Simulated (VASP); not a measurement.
# MoAu4 (Pm-3m) in VASP: single point with r2SCAN

Aim: the single point of MoAu4 with r2SCAN.

All numbers are computed with VASP 6.6.1; they aren't measurements. Logs are shortened: lines on timing, memory, paths and dates and some standing lists are left out, and cuts for length are marked.

**1. The cell of the first run**

Symmetry: Pm-3m, No. 221, cubic system. Conventional cell: a = 4.351 Å, b = 4.351 Å, c = 4.351 Å, α = 90.00°, β = 90.00°, γ = 90.00°. Within 4.0 Å of Mo (site symmetry m-3m) lie 20 Au at 3.08 to 3.77 Å. Within 2.9 Å of Au (site symmetry m-3m) lie 6 Au at 2.18 Å. Au (site symmetry 4/mmm) has 2 Au at 2.18 Å within 2.9 Å.

**2. Single point, r2SCAN**

The input, POSCAR:

```
MoAu4
1.0
    4.3506900000      0.0000000000      0.0000000000
    0.0000000000      4.3506900000      0.0000000000
    0.0000000000      0.0000000000      4.3506900000
Mo Au
1 4
Direct
    0.0000000000      0.0000000000      0.0000000000
    0.5000000000      0.5000000000      0.5000000000
    0.0000000000      0.5000000000      0.5000000000
    0.5000000000      0.0000000000      0.5000000000
    0.5000000000      0.5000000000      0.0000000000
```

The input, INCAR.step1:

```
PREC = Accurate ; ENCUT = 550
ISMEAR = -1 ; SIGMA = 0.1
LREAL = F ; LASPH = T
NELM = 120 ; NBANDS = 37
GGA = PE ; ALGO = Normal
EDIFF = 1E-5 ; LWAVE = T
LCHARG = F ; GGA_COMPAT = F
```

The input, INCAR.step2:

```
PREC = Accurate ; ENCUT = 550
EDIFF = 1E-6 ; ISMEAR = -1
SIGMA = 0.1 ; LREAL = F
LASPH = T ; NELM = 120
ALGO = Normal ; ISIF = 2
LWAVE = F ; LCHARG = F
METAGGA = R2SCAN ; LMIXTAU = T
NBANDS = 37 ; ISTART = 1
GGA_COMPAT = F
```

The input, KPOINTS:

```
regular mesh
0
Gamma
  8 8 8
```

Potentials or basis: VASP PAW PBE potentials, release 64 (Mo_sv, Au).

Command:

```sh
$ cat potpaw_PBE.64/Mo_sv/POTCAR potpaw_PBE.64/Au/POTCAR > POTCAR
$ cp INCAR.step1 INCAR
$ mpirun -np 1 vasp_std > vasp.out
$ cp INCAR.step2 INCAR
$ mpirun -np 1 vasp_std > vasp.out
```

OUTCAR:

```text
PREC = Accurate
   ENCUT = 550
   EDIFF = 1E-6
   ISMEAR = -1
   LREAL = F
   LASPH = T
   NELM = 120
   ISIF = 2
   METAGGA = R2SCAN
   ISTART = 1

 ion  position               nearest neighbor table
   1  0.000  0.000  0.000-   3 3.08   4 3.08   5 3.08   3 3.08   4 3.08   3 3.08   5 3.08   3 3.08
                             4 3.08   5 3.08   4 3.08   5 3.08
   2  0.500  0.500  0.500-   3 2.18   4 2.18   5 2.18   5 2.18   4 2.18   3 2.18
   3  0.000  0.500  0.500-   2 2.18   2 2.18   4 3.08   5 3.08   1 3.08   5 3.08   1 3.08   4 3.08
                             1 3.08   1 3.08   4 3.08   5 3.08   5 3.08   4 3.08
   4  0.500  0.000  0.500-   2 2.18   2 2.18   3 3.08   5 3.08   1 3.08   5 3.08   1 3.08   3 3.08
                             5 3.08   5 3.08   1 3.08   3 3.08   1 3.08   3 3.08
   5  0.500  0.500  0.000-   2 2.18   2 2.18   3 3.08   4 3.08   1 3.08   3 3.08   4 3.08   1 3.08
                             4 3.08   4 3.08   1 3.08   3 3.08   3 3.08   1 3.08

  LATTYP: Found a simple cubic cell.
 ALAT       =     4.3506900000

  Lattice vectors:

 A1 = (   4.3506900000,   0.0000000000,   0.0000000000)
 A2 = (   0.0000000000,   4.3506900000,   0.0000000000)
 A3 = (   0.0000000000,   0.0000000000,   4.3506900000)

Analysis of symmetry for initial positions (statically):
=====================================================================
 Subroutine PRICEL returns:
 Original cell was already a primitive cell.

 Routine SETGRP: Setting up the symmetry group for a
 simple cubic supercell.

 Subroutine GETGRP returns: Found 48 space group operations
 (whereof 48 operations were pure point group operations)
 out of a pool of 48 trial point group operations.

The static configuration has the point symmetry O_h .

Analysis of symmetry for dynamics (positions and initial velocities):
=====================================================================
 Subroutine PRICEL returns:
 Original cell was already a primitive cell.

 Routine SETGRP: Setting up the symmetry group for a
 simple cubic supercell.

 Subroutine GETGRP returns: Found 48 space group operations
 (whereof 48 operations were pure point group operations)
 out of a pool of 48 trial point group operations.

The dynamic configuration has the point symmetry O_h .

 Subroutine INISYM returns: Found 48 space group operations
 (whereof 48 operations are pure point group operations),
 and found     1 'primitive' translations

----------------------------------------------------------------------------------------

                                     Primitive cell

  volume of cell :      82.3521

  direct lattice vectors                    reciprocal lattice vectors
     4.350690000  0.000000000  0.000000000     0.229848599  0.000000000  0.000000000
     0.000000000  4.350690000  0.000000000     0.000000000  0.229848599  0.000000000
     0.000000000  0.000000000  4.350690000     0.000000000  0.000000000  0.229848599

  length of vectors
     4.350690000  4.350690000  4.350690000     0.229848599  0.229848599  0.229848599

  position of ions in fractional coordinates (direct lattice)
     0.000000000  0.000000000  0.000000000
     0.500000000  0.500000000  0.500000000
     0.000000000  0.500000000  0.500000000
     0.500000000  0.000000000  0.500000000
     0.500000000  0.500000000  0.000000000

  ion indices of the primitive-cell ions
   primitive index   ion index
                 1           1
                 2           2
                 3           3
                 4           4
                 5           5

----------------------------------------------------------------------------------------

 KPOINTS: regular mesh

Automatic generation of k-mesh.
 Grid dimensions read from file:
 generate k-points for:    8    8    8

 Generating k-lattice:

  Cartesian coordinates                     Fractional coordinates (reciprocal lattice)
     0.028731075  0.000000000  0.000000000     0.125000000  0.000000000  0.000000000
     0.000000000  0.028731075  0.000000000     0.000000000  0.125000000  0.000000000
     0.000000000  0.000000000  0.028731075     0.000000000  0.000000000  0.125000000

  Length of vectors
     0.028731075  0.028731075  0.028731075

  Shift w.r.t. Gamma in fractional coordinates (k-lattice)
     0.000000000  0.000000000  0.000000000

 Subroutine IBZKPT returns following result:
 ===========================================

 Found     35 irreducible k-points:

 Following reciprocal coordinates:
            Coordinates               Weight
  0.000000  0.000000  0.000000      1.000000
  0.125000  0.000000  0.000000      6.000000
  0.250000  0.000000  0.000000      6.000000
  0.375000  0.000000  0.000000      6.000000
  0.500000  0.000000  0.000000      3.000000
  0.125000  0.125000  0.000000     12.000000
[... 16 lines left out ...]
  0.375000  0.375000  0.125000     24.000000
  0.500000  0.375000  0.125000     24.000000
 [... further k-points ...]
   k-points           NKPTS =     35   k-points in BZ     NKDIM =     35   number of bands    NBANDS=     37
   number of dos      NEDOS =    301   number of ions     NIONS =      5
   total plane-waves  NPLWV =  46656
   dimension x,y,z NGX =    36 NGY =   36 NGZ =   36
   dimension x,y,z NGXF=    72 NGYF=   72 NGZF=   72
   ions per type =               1   4
   NGX,Y,Z   is equivalent  to a cutoff of  13.76, 13.76, 13.76 a.u.
   NGXF,Y,Z  is equivalent  to a cutoff of  27.51, 27.51, 27.51 a.u.
 SYSTEM =  unknown system
   PREC   = accura    normal or accurate (medium, high low for compatibility)
   ISTART =      1    job   : 0-new  1-cont  2-samecut
   ICHARG =      0    charge: 1-file 2-atom 10-const
   ISPIN  =      1    spin polarized calculation?
   LNONCOLLINEAR =      F non collinear calculations
   LSORBIT =      F    spin-orbit coupling
   LASPH  =      T    aspherical Exc in radial PAW
   ENCUT  =  550.0 eV  40.42 Ry    6.36 a.u.   8.32  8.32  8.32*2*pi/ulx,y,z
   NELM   =    120;   NELMIN=  2; NELMDL=  0     # of ELM steps
   EDIFF  = 0.1E-05   stopping-criterion for ELM
   LREAL  =      F    real-space projection
   EDIFFG = 0.1E-04   stopping-criterion for IOM
   NSW    =      0    number of steps for IOM
   IBRION =     -1    ionic relax: 0-MD 1-quasi-New 2-CG
   NFREE  =      0    steps in history (QN), initial steepest desc. (CG)
   ISIF   =      2    stress and relaxation
   ISYM   =      2    0-nonsym 1-usesym 2-fastsym
   POTIM  = 0.5000    time-step for ionic-motion
   TEBEG  =    0.0;   TEEND  =   0.0 temperature during run
   PSTRESS=    0.0 pullay stress
   NELECT =      58.0000    total number of electrons
   NUPDOWN=      -1.0000    fix difference up-down
   EMIN   =  10.00;   EMAX   =-10.00  energy-range for DOS
   EFERMI =   0.00;   METHOD = LEGACY
   ISMEAR =    -1;   SIGMA  =   0.10  broadening in eV -4-tet -1-fermi 0-gaus
   EFERMI_NEDOS =   21; number of points for ismear=-14 and -15
   IALGO  =     38    algorithm
   IMIX   =      4    mixing-type and parameters
     AMIX     =   0.40;   BMIX     =  1.00
     AMIX_MAG =   1.60;   BMIX_MAG =  1.00
  volume/ion in A,a.u.               =      16.47       111.15
  Fermi-wavevector in a.u.,A,eV,Ry     =   1.456552  2.752484 28.865359  2.121544
  Thomas-Fermi vector in A             =   2.573457
   LORBIT       =      0    0 simple, 1 ext, 2 COOP (PROOUT), +10 PAW based schemes
   METAGGA = R2SCAN    functional components
   LHFCALC =     F    Hartree Fock is set to
   AEXX    =    0.0000 exact exchange contribution
   IVDW    =     0    specifies the selected vdW correction
   LEPSILON=     F    determine dielectric tensor
   LRPA    =     F    only Hartree local field effects (RPA)
 non-spin polarized calculation
  energy-cutoff  :      550.00
  volume of cell :       82.35
 maximum number of plane-waves:      2469
 NGX is ok and might be reduce to    36
   NGX = 17   NGY = 17   NGZ = 17

 number of electron      58.0000004 magnetization

 Free energy of the ion-electron system (eV)
  ---------------------------------------------------
  ext. energy  EPLUGINS =         0.00000000
  ---------------------------------------------------
  free energy    TOTEN  =      -212.17074456 eV

  energy without entropy =     -212.01091537  energy(sigma->0) =     -212.09082997

 E-fermi :  10.4148     XC(G=0): -13.7369

 val. band max:       10.3905919117   @ k =   0.5000   0.3750   0.3750
 cond. band min:      10.4231872741   @ k =   0.2500   0.2500   0.1250
 fundamental gap:      0.0325953624
 Fermi energy:        10.4148406411

 k-point     1 :       0.0000    0.0000    0.0000
  band No.  band energies     occupation
      1     -52.5849      2.00000
      2     -25.9117      2.00000
      3     -25.9117      2.00000
      4     -25.9117      2.00000
      5      -1.2660      2.00000
      6      -1.0207      2.00000
[... 29 lines left out ...]
     36      18.4231      0.00000
     37      18.4231      0.00000

 k-point     2 :       0.1250    0.0000    0.0000
  band No.  band energies     occupation
      1     -52.5848      2.00000
      2     -25.9129      2.00000
      3     -25.9118      2.00000
      4     -25.9118      2.00000
      5      -1.1748      2.00000
      6      -1.0160      2.00000
[... 29 lines left out ...]
     36      18.5191      0.00000
     37      18.5203      0.00000

 k-point     3 :       0.2500    0.0000    0.0000
  band No.  band energies     occupation
      1     -52.5848      2.00000
      2     -25.9156      2.00000
      3     -25.9120      2.00000
      4     -25.9120      2.00000
      5      -1.0830      2.00000
      6      -1.0049      2.00000
[... 29 lines left out ...]
     36      18.1431      0.00000
     37      18.1431      0.00000
[... 761 lines left out ...]
 k-point    23 :       0.3750    0.3750    0.1250
  band No.  band energies     occupation
      1     -52.5845      2.00000
      2     -25.9174      2.00000
      3     -25.9169      2.00000
      4     -25.9132      2.00000
      5      -0.5940      2.00000
      6       1.1608      2.00000
[... 29 lines left out ...]
     36      17.2839      0.00000
     37      19.4644      0.00000

 k-point    24 :       0.5000    0.3750    0.1250
  band No.  band energies     occupation
      1     -52.5845      2.00000
      2     -25.9180      2.00000
      3     -25.9170      2.00000
      4     -25.9132      2.00000
      5      -0.5837      2.00000
      6       1.1875      2.00000
[... 29 lines left out ...]
     36      17.3560      0.00000
     37      19.3223      0.00000

 [... further k-points ...]

------------------------ aborting loop because EDIFF is reached ----------------------------------------

  FORCE on cell =-STRESS in cart. coord.  units (eV):
  Direction    XX          YY          ZZ          XY          YZ          ZX
  --------------------------------------------------------------------------------------
  -------------------------------------------------------------------------------------
  Total       49.5894934     49.5894934     49.5894934     -0.0000000      0.0000000     -0.0000000
  in kB      964.7745425    964.7745425    964.7745425     -0.0000000      0.0000000     -0.0000000
  external PRESSURE =     964.7745425 kB  Pullay stress =       0.0000000 kB

 VOLUME and BASIS-vectors are now :
 -----------------------------------------------------------------------------
  energy-cutoff  :      550.00
  volume of cell :       82.35
      direct lattice vectors                 reciprocal lattice vectors
     4.350690000  0.000000000  0.000000000     0.229848599  0.000000000  0.000000000
     0.000000000  4.350690000  0.000000000     0.000000000  0.229848599  0.000000000
     0.000000000  0.000000000  4.350690000     0.000000000  0.000000000  0.229848599

 POSITION                                       TOTAL-FORCE (eV/Angst)
 -----------------------------------------------------------------------------------
      0.00000      0.00000      0.00000         0.000000      0.000000      0.000000
      2.17535      2.17535      2.17535         0.000000      0.000000      0.000000
      0.00000      2.17535      2.17535         0.000000      0.000000      0.000000
      2.17535      0.00000      2.17535         0.000000      0.000000      0.000000
      2.17535      2.17535      0.00000         0.000000      0.000000      0.000000
 -----------------------------------------------------------------------------------
    total drift:                                0.000000      0.000000      0.000000

  FREE ENERGIE OF THE ION-ELECTRON SYSTEM (eV)
  ---------------------------------------------------
  free  energy   TOTEN  =      -212.1707445574 eV

  energy  without entropy=     -212.0109153729  energy(sigma->0) =     -212.09082997
```

Run time: 5.9 min. Hardware: 1 thread of Intel Xeon 8259CL, shared host; peak memory 0.28 GiB.

What came out:

- Free energy: -212.1707 eV
- Pressure: 96.5 GPa
- Band gap on the k mesh: zero (bands 29 and 30 overlap by 1.55 eV)

Caveat: the cell stands under pressure; the PAW data sets were made with another functional, which shifts forces and pressure a little; spin-orbit coupling is left out, which moves the levels of the heavy elements.
